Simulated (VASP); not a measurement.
C:

```
C
1.0
     2.34505    0.00000    0.00000
     0.00000    2.34505    0.00000
     0.00000    0.00000    4.78395
C
3
Direct
  0.00000 0.00000 0.51092
  0.00000 0.00000 0.81746
  0.50000 0.50000 0.46564
```

The cell was generated, and may not be a known phase.

```yaml
Program: VASP 6.6.1
Task: relaxation of cell and atoms
Functional: PBE
Potentials_or_basis: VASP PAW PBE potentials, release 64 (C_h)
Cutoff: 910 eV
k_mesh: 20 × 20 × 10
Occupations: gaussian, width 0.1 eV
Spin: no spin polarisation
```

At the start: pressure -0.3 GPa; volume 8.77 Å³/atom.

Question: How do energy, volume and symmetry change on relaxing?

Answer: Over 7 steps the energy falls by 2.4 meV/atom and the volume is 8.76 Å³/atom (-0.2 %); space group P4mm (No. 99, to 0.1 Å) before and after.

Step by step:
| step | energy change (eV) | largest force (eV/Å) | pressure (GPa) | volume (Å³) |
| --- | --- | --- | --- | --- |
| 1 | 0.0000 | 0.3456 | -0.27 | 26.31 |
| 2 | -0.0065 | 0.1055 | -0.02 | 26.25 |
| 3 | -0.0070 | 0.0342 | 0.07 | 26.23 |
| 4 | -0.0070 | 0.0328 | 0.08 | 26.23 |
| 5 | -0.0070 | 0.0442 | 0.20 | 26.24 |
| 6 | -0.0071 | 0.0035 | 0.14 | 26.23 |
| 7 | -0.0071 | 0.0082 | -0.03 | 26.27 |

Final structure:
```cif
data_structure
_symmetry_space_group_name_H-M 'P 1'
_symmetry_Int_Tables_number 1
_cell_length_a 2.3481
_cell_length_b 2.3481
_cell_length_c 4.7639
_cell_angle_alpha 90.000
_cell_angle_beta 90.000
_cell_angle_gamma 90.000
_cell_volume 26.27
loop_
_atom_site_label
_atom_site_type_symbol
_atom_site_fract_x
_atom_site_fract_y
_atom_site_fract_z
_atom_site_occupancy
C1 C 0.00000 0.00000 0.50747 1
C2 C 0.00000 0.00000 0.81592 1
C3 C 0.50000 0.50000 0.47064 1
```

Caveat: this functional lacks dispersion, which binds layers or chains, so the pressure and a relaxed spacing across them are unreliable.
